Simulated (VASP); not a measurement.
Input of a VASP 6.6.1 run:

File INCAR:

```
SYSTEM = Si
ALGO = Normal
EDIFF = 1E-6
ENCUT = 500
GGA = PE
GGA_COMPAT = .False.
ISIF = 2
ISMEAR = 0
LASPH = .True.
LCHARG = .False.
LREAL = .False.
LWAVE = .False.
NBANDS = 11
NELM = 120
PREC = Accurate
SIGMA = 0.02
```

File KPOINTS:

```
k-points
0
Gamma
  10 10 10
  0 0 0
```

Contents of POSCAR:

```
Si
1.0
    0.0000000000      2.7348308306      2.7348308306
    2.7348308306      0.0000000000      2.7348308306
    2.7348308306      2.7348308306      0.0000000000
Si
2
Direct
    0.0000000000      0.0000000000      0.0000000000
    0.2500000000      0.2500000000      0.2500000000
```

Potentials or basis: VASP PAW PBE potentials, release 64 (Si).

Run with:

```console
$ cat potpaw_PBE.64/Si/POTCAR > POTCAR
$ mpirun -np 1 vasp_std > vasp.out
```

**Question.** What does it give for the band gap on the k mesh?

**Answer.** 0.62 eV (least direct gap 2.56 eV).

**Question.** Estimate the pressure.

**Answer.** 0.0 GPa.

A k mesh can miss the band edges.
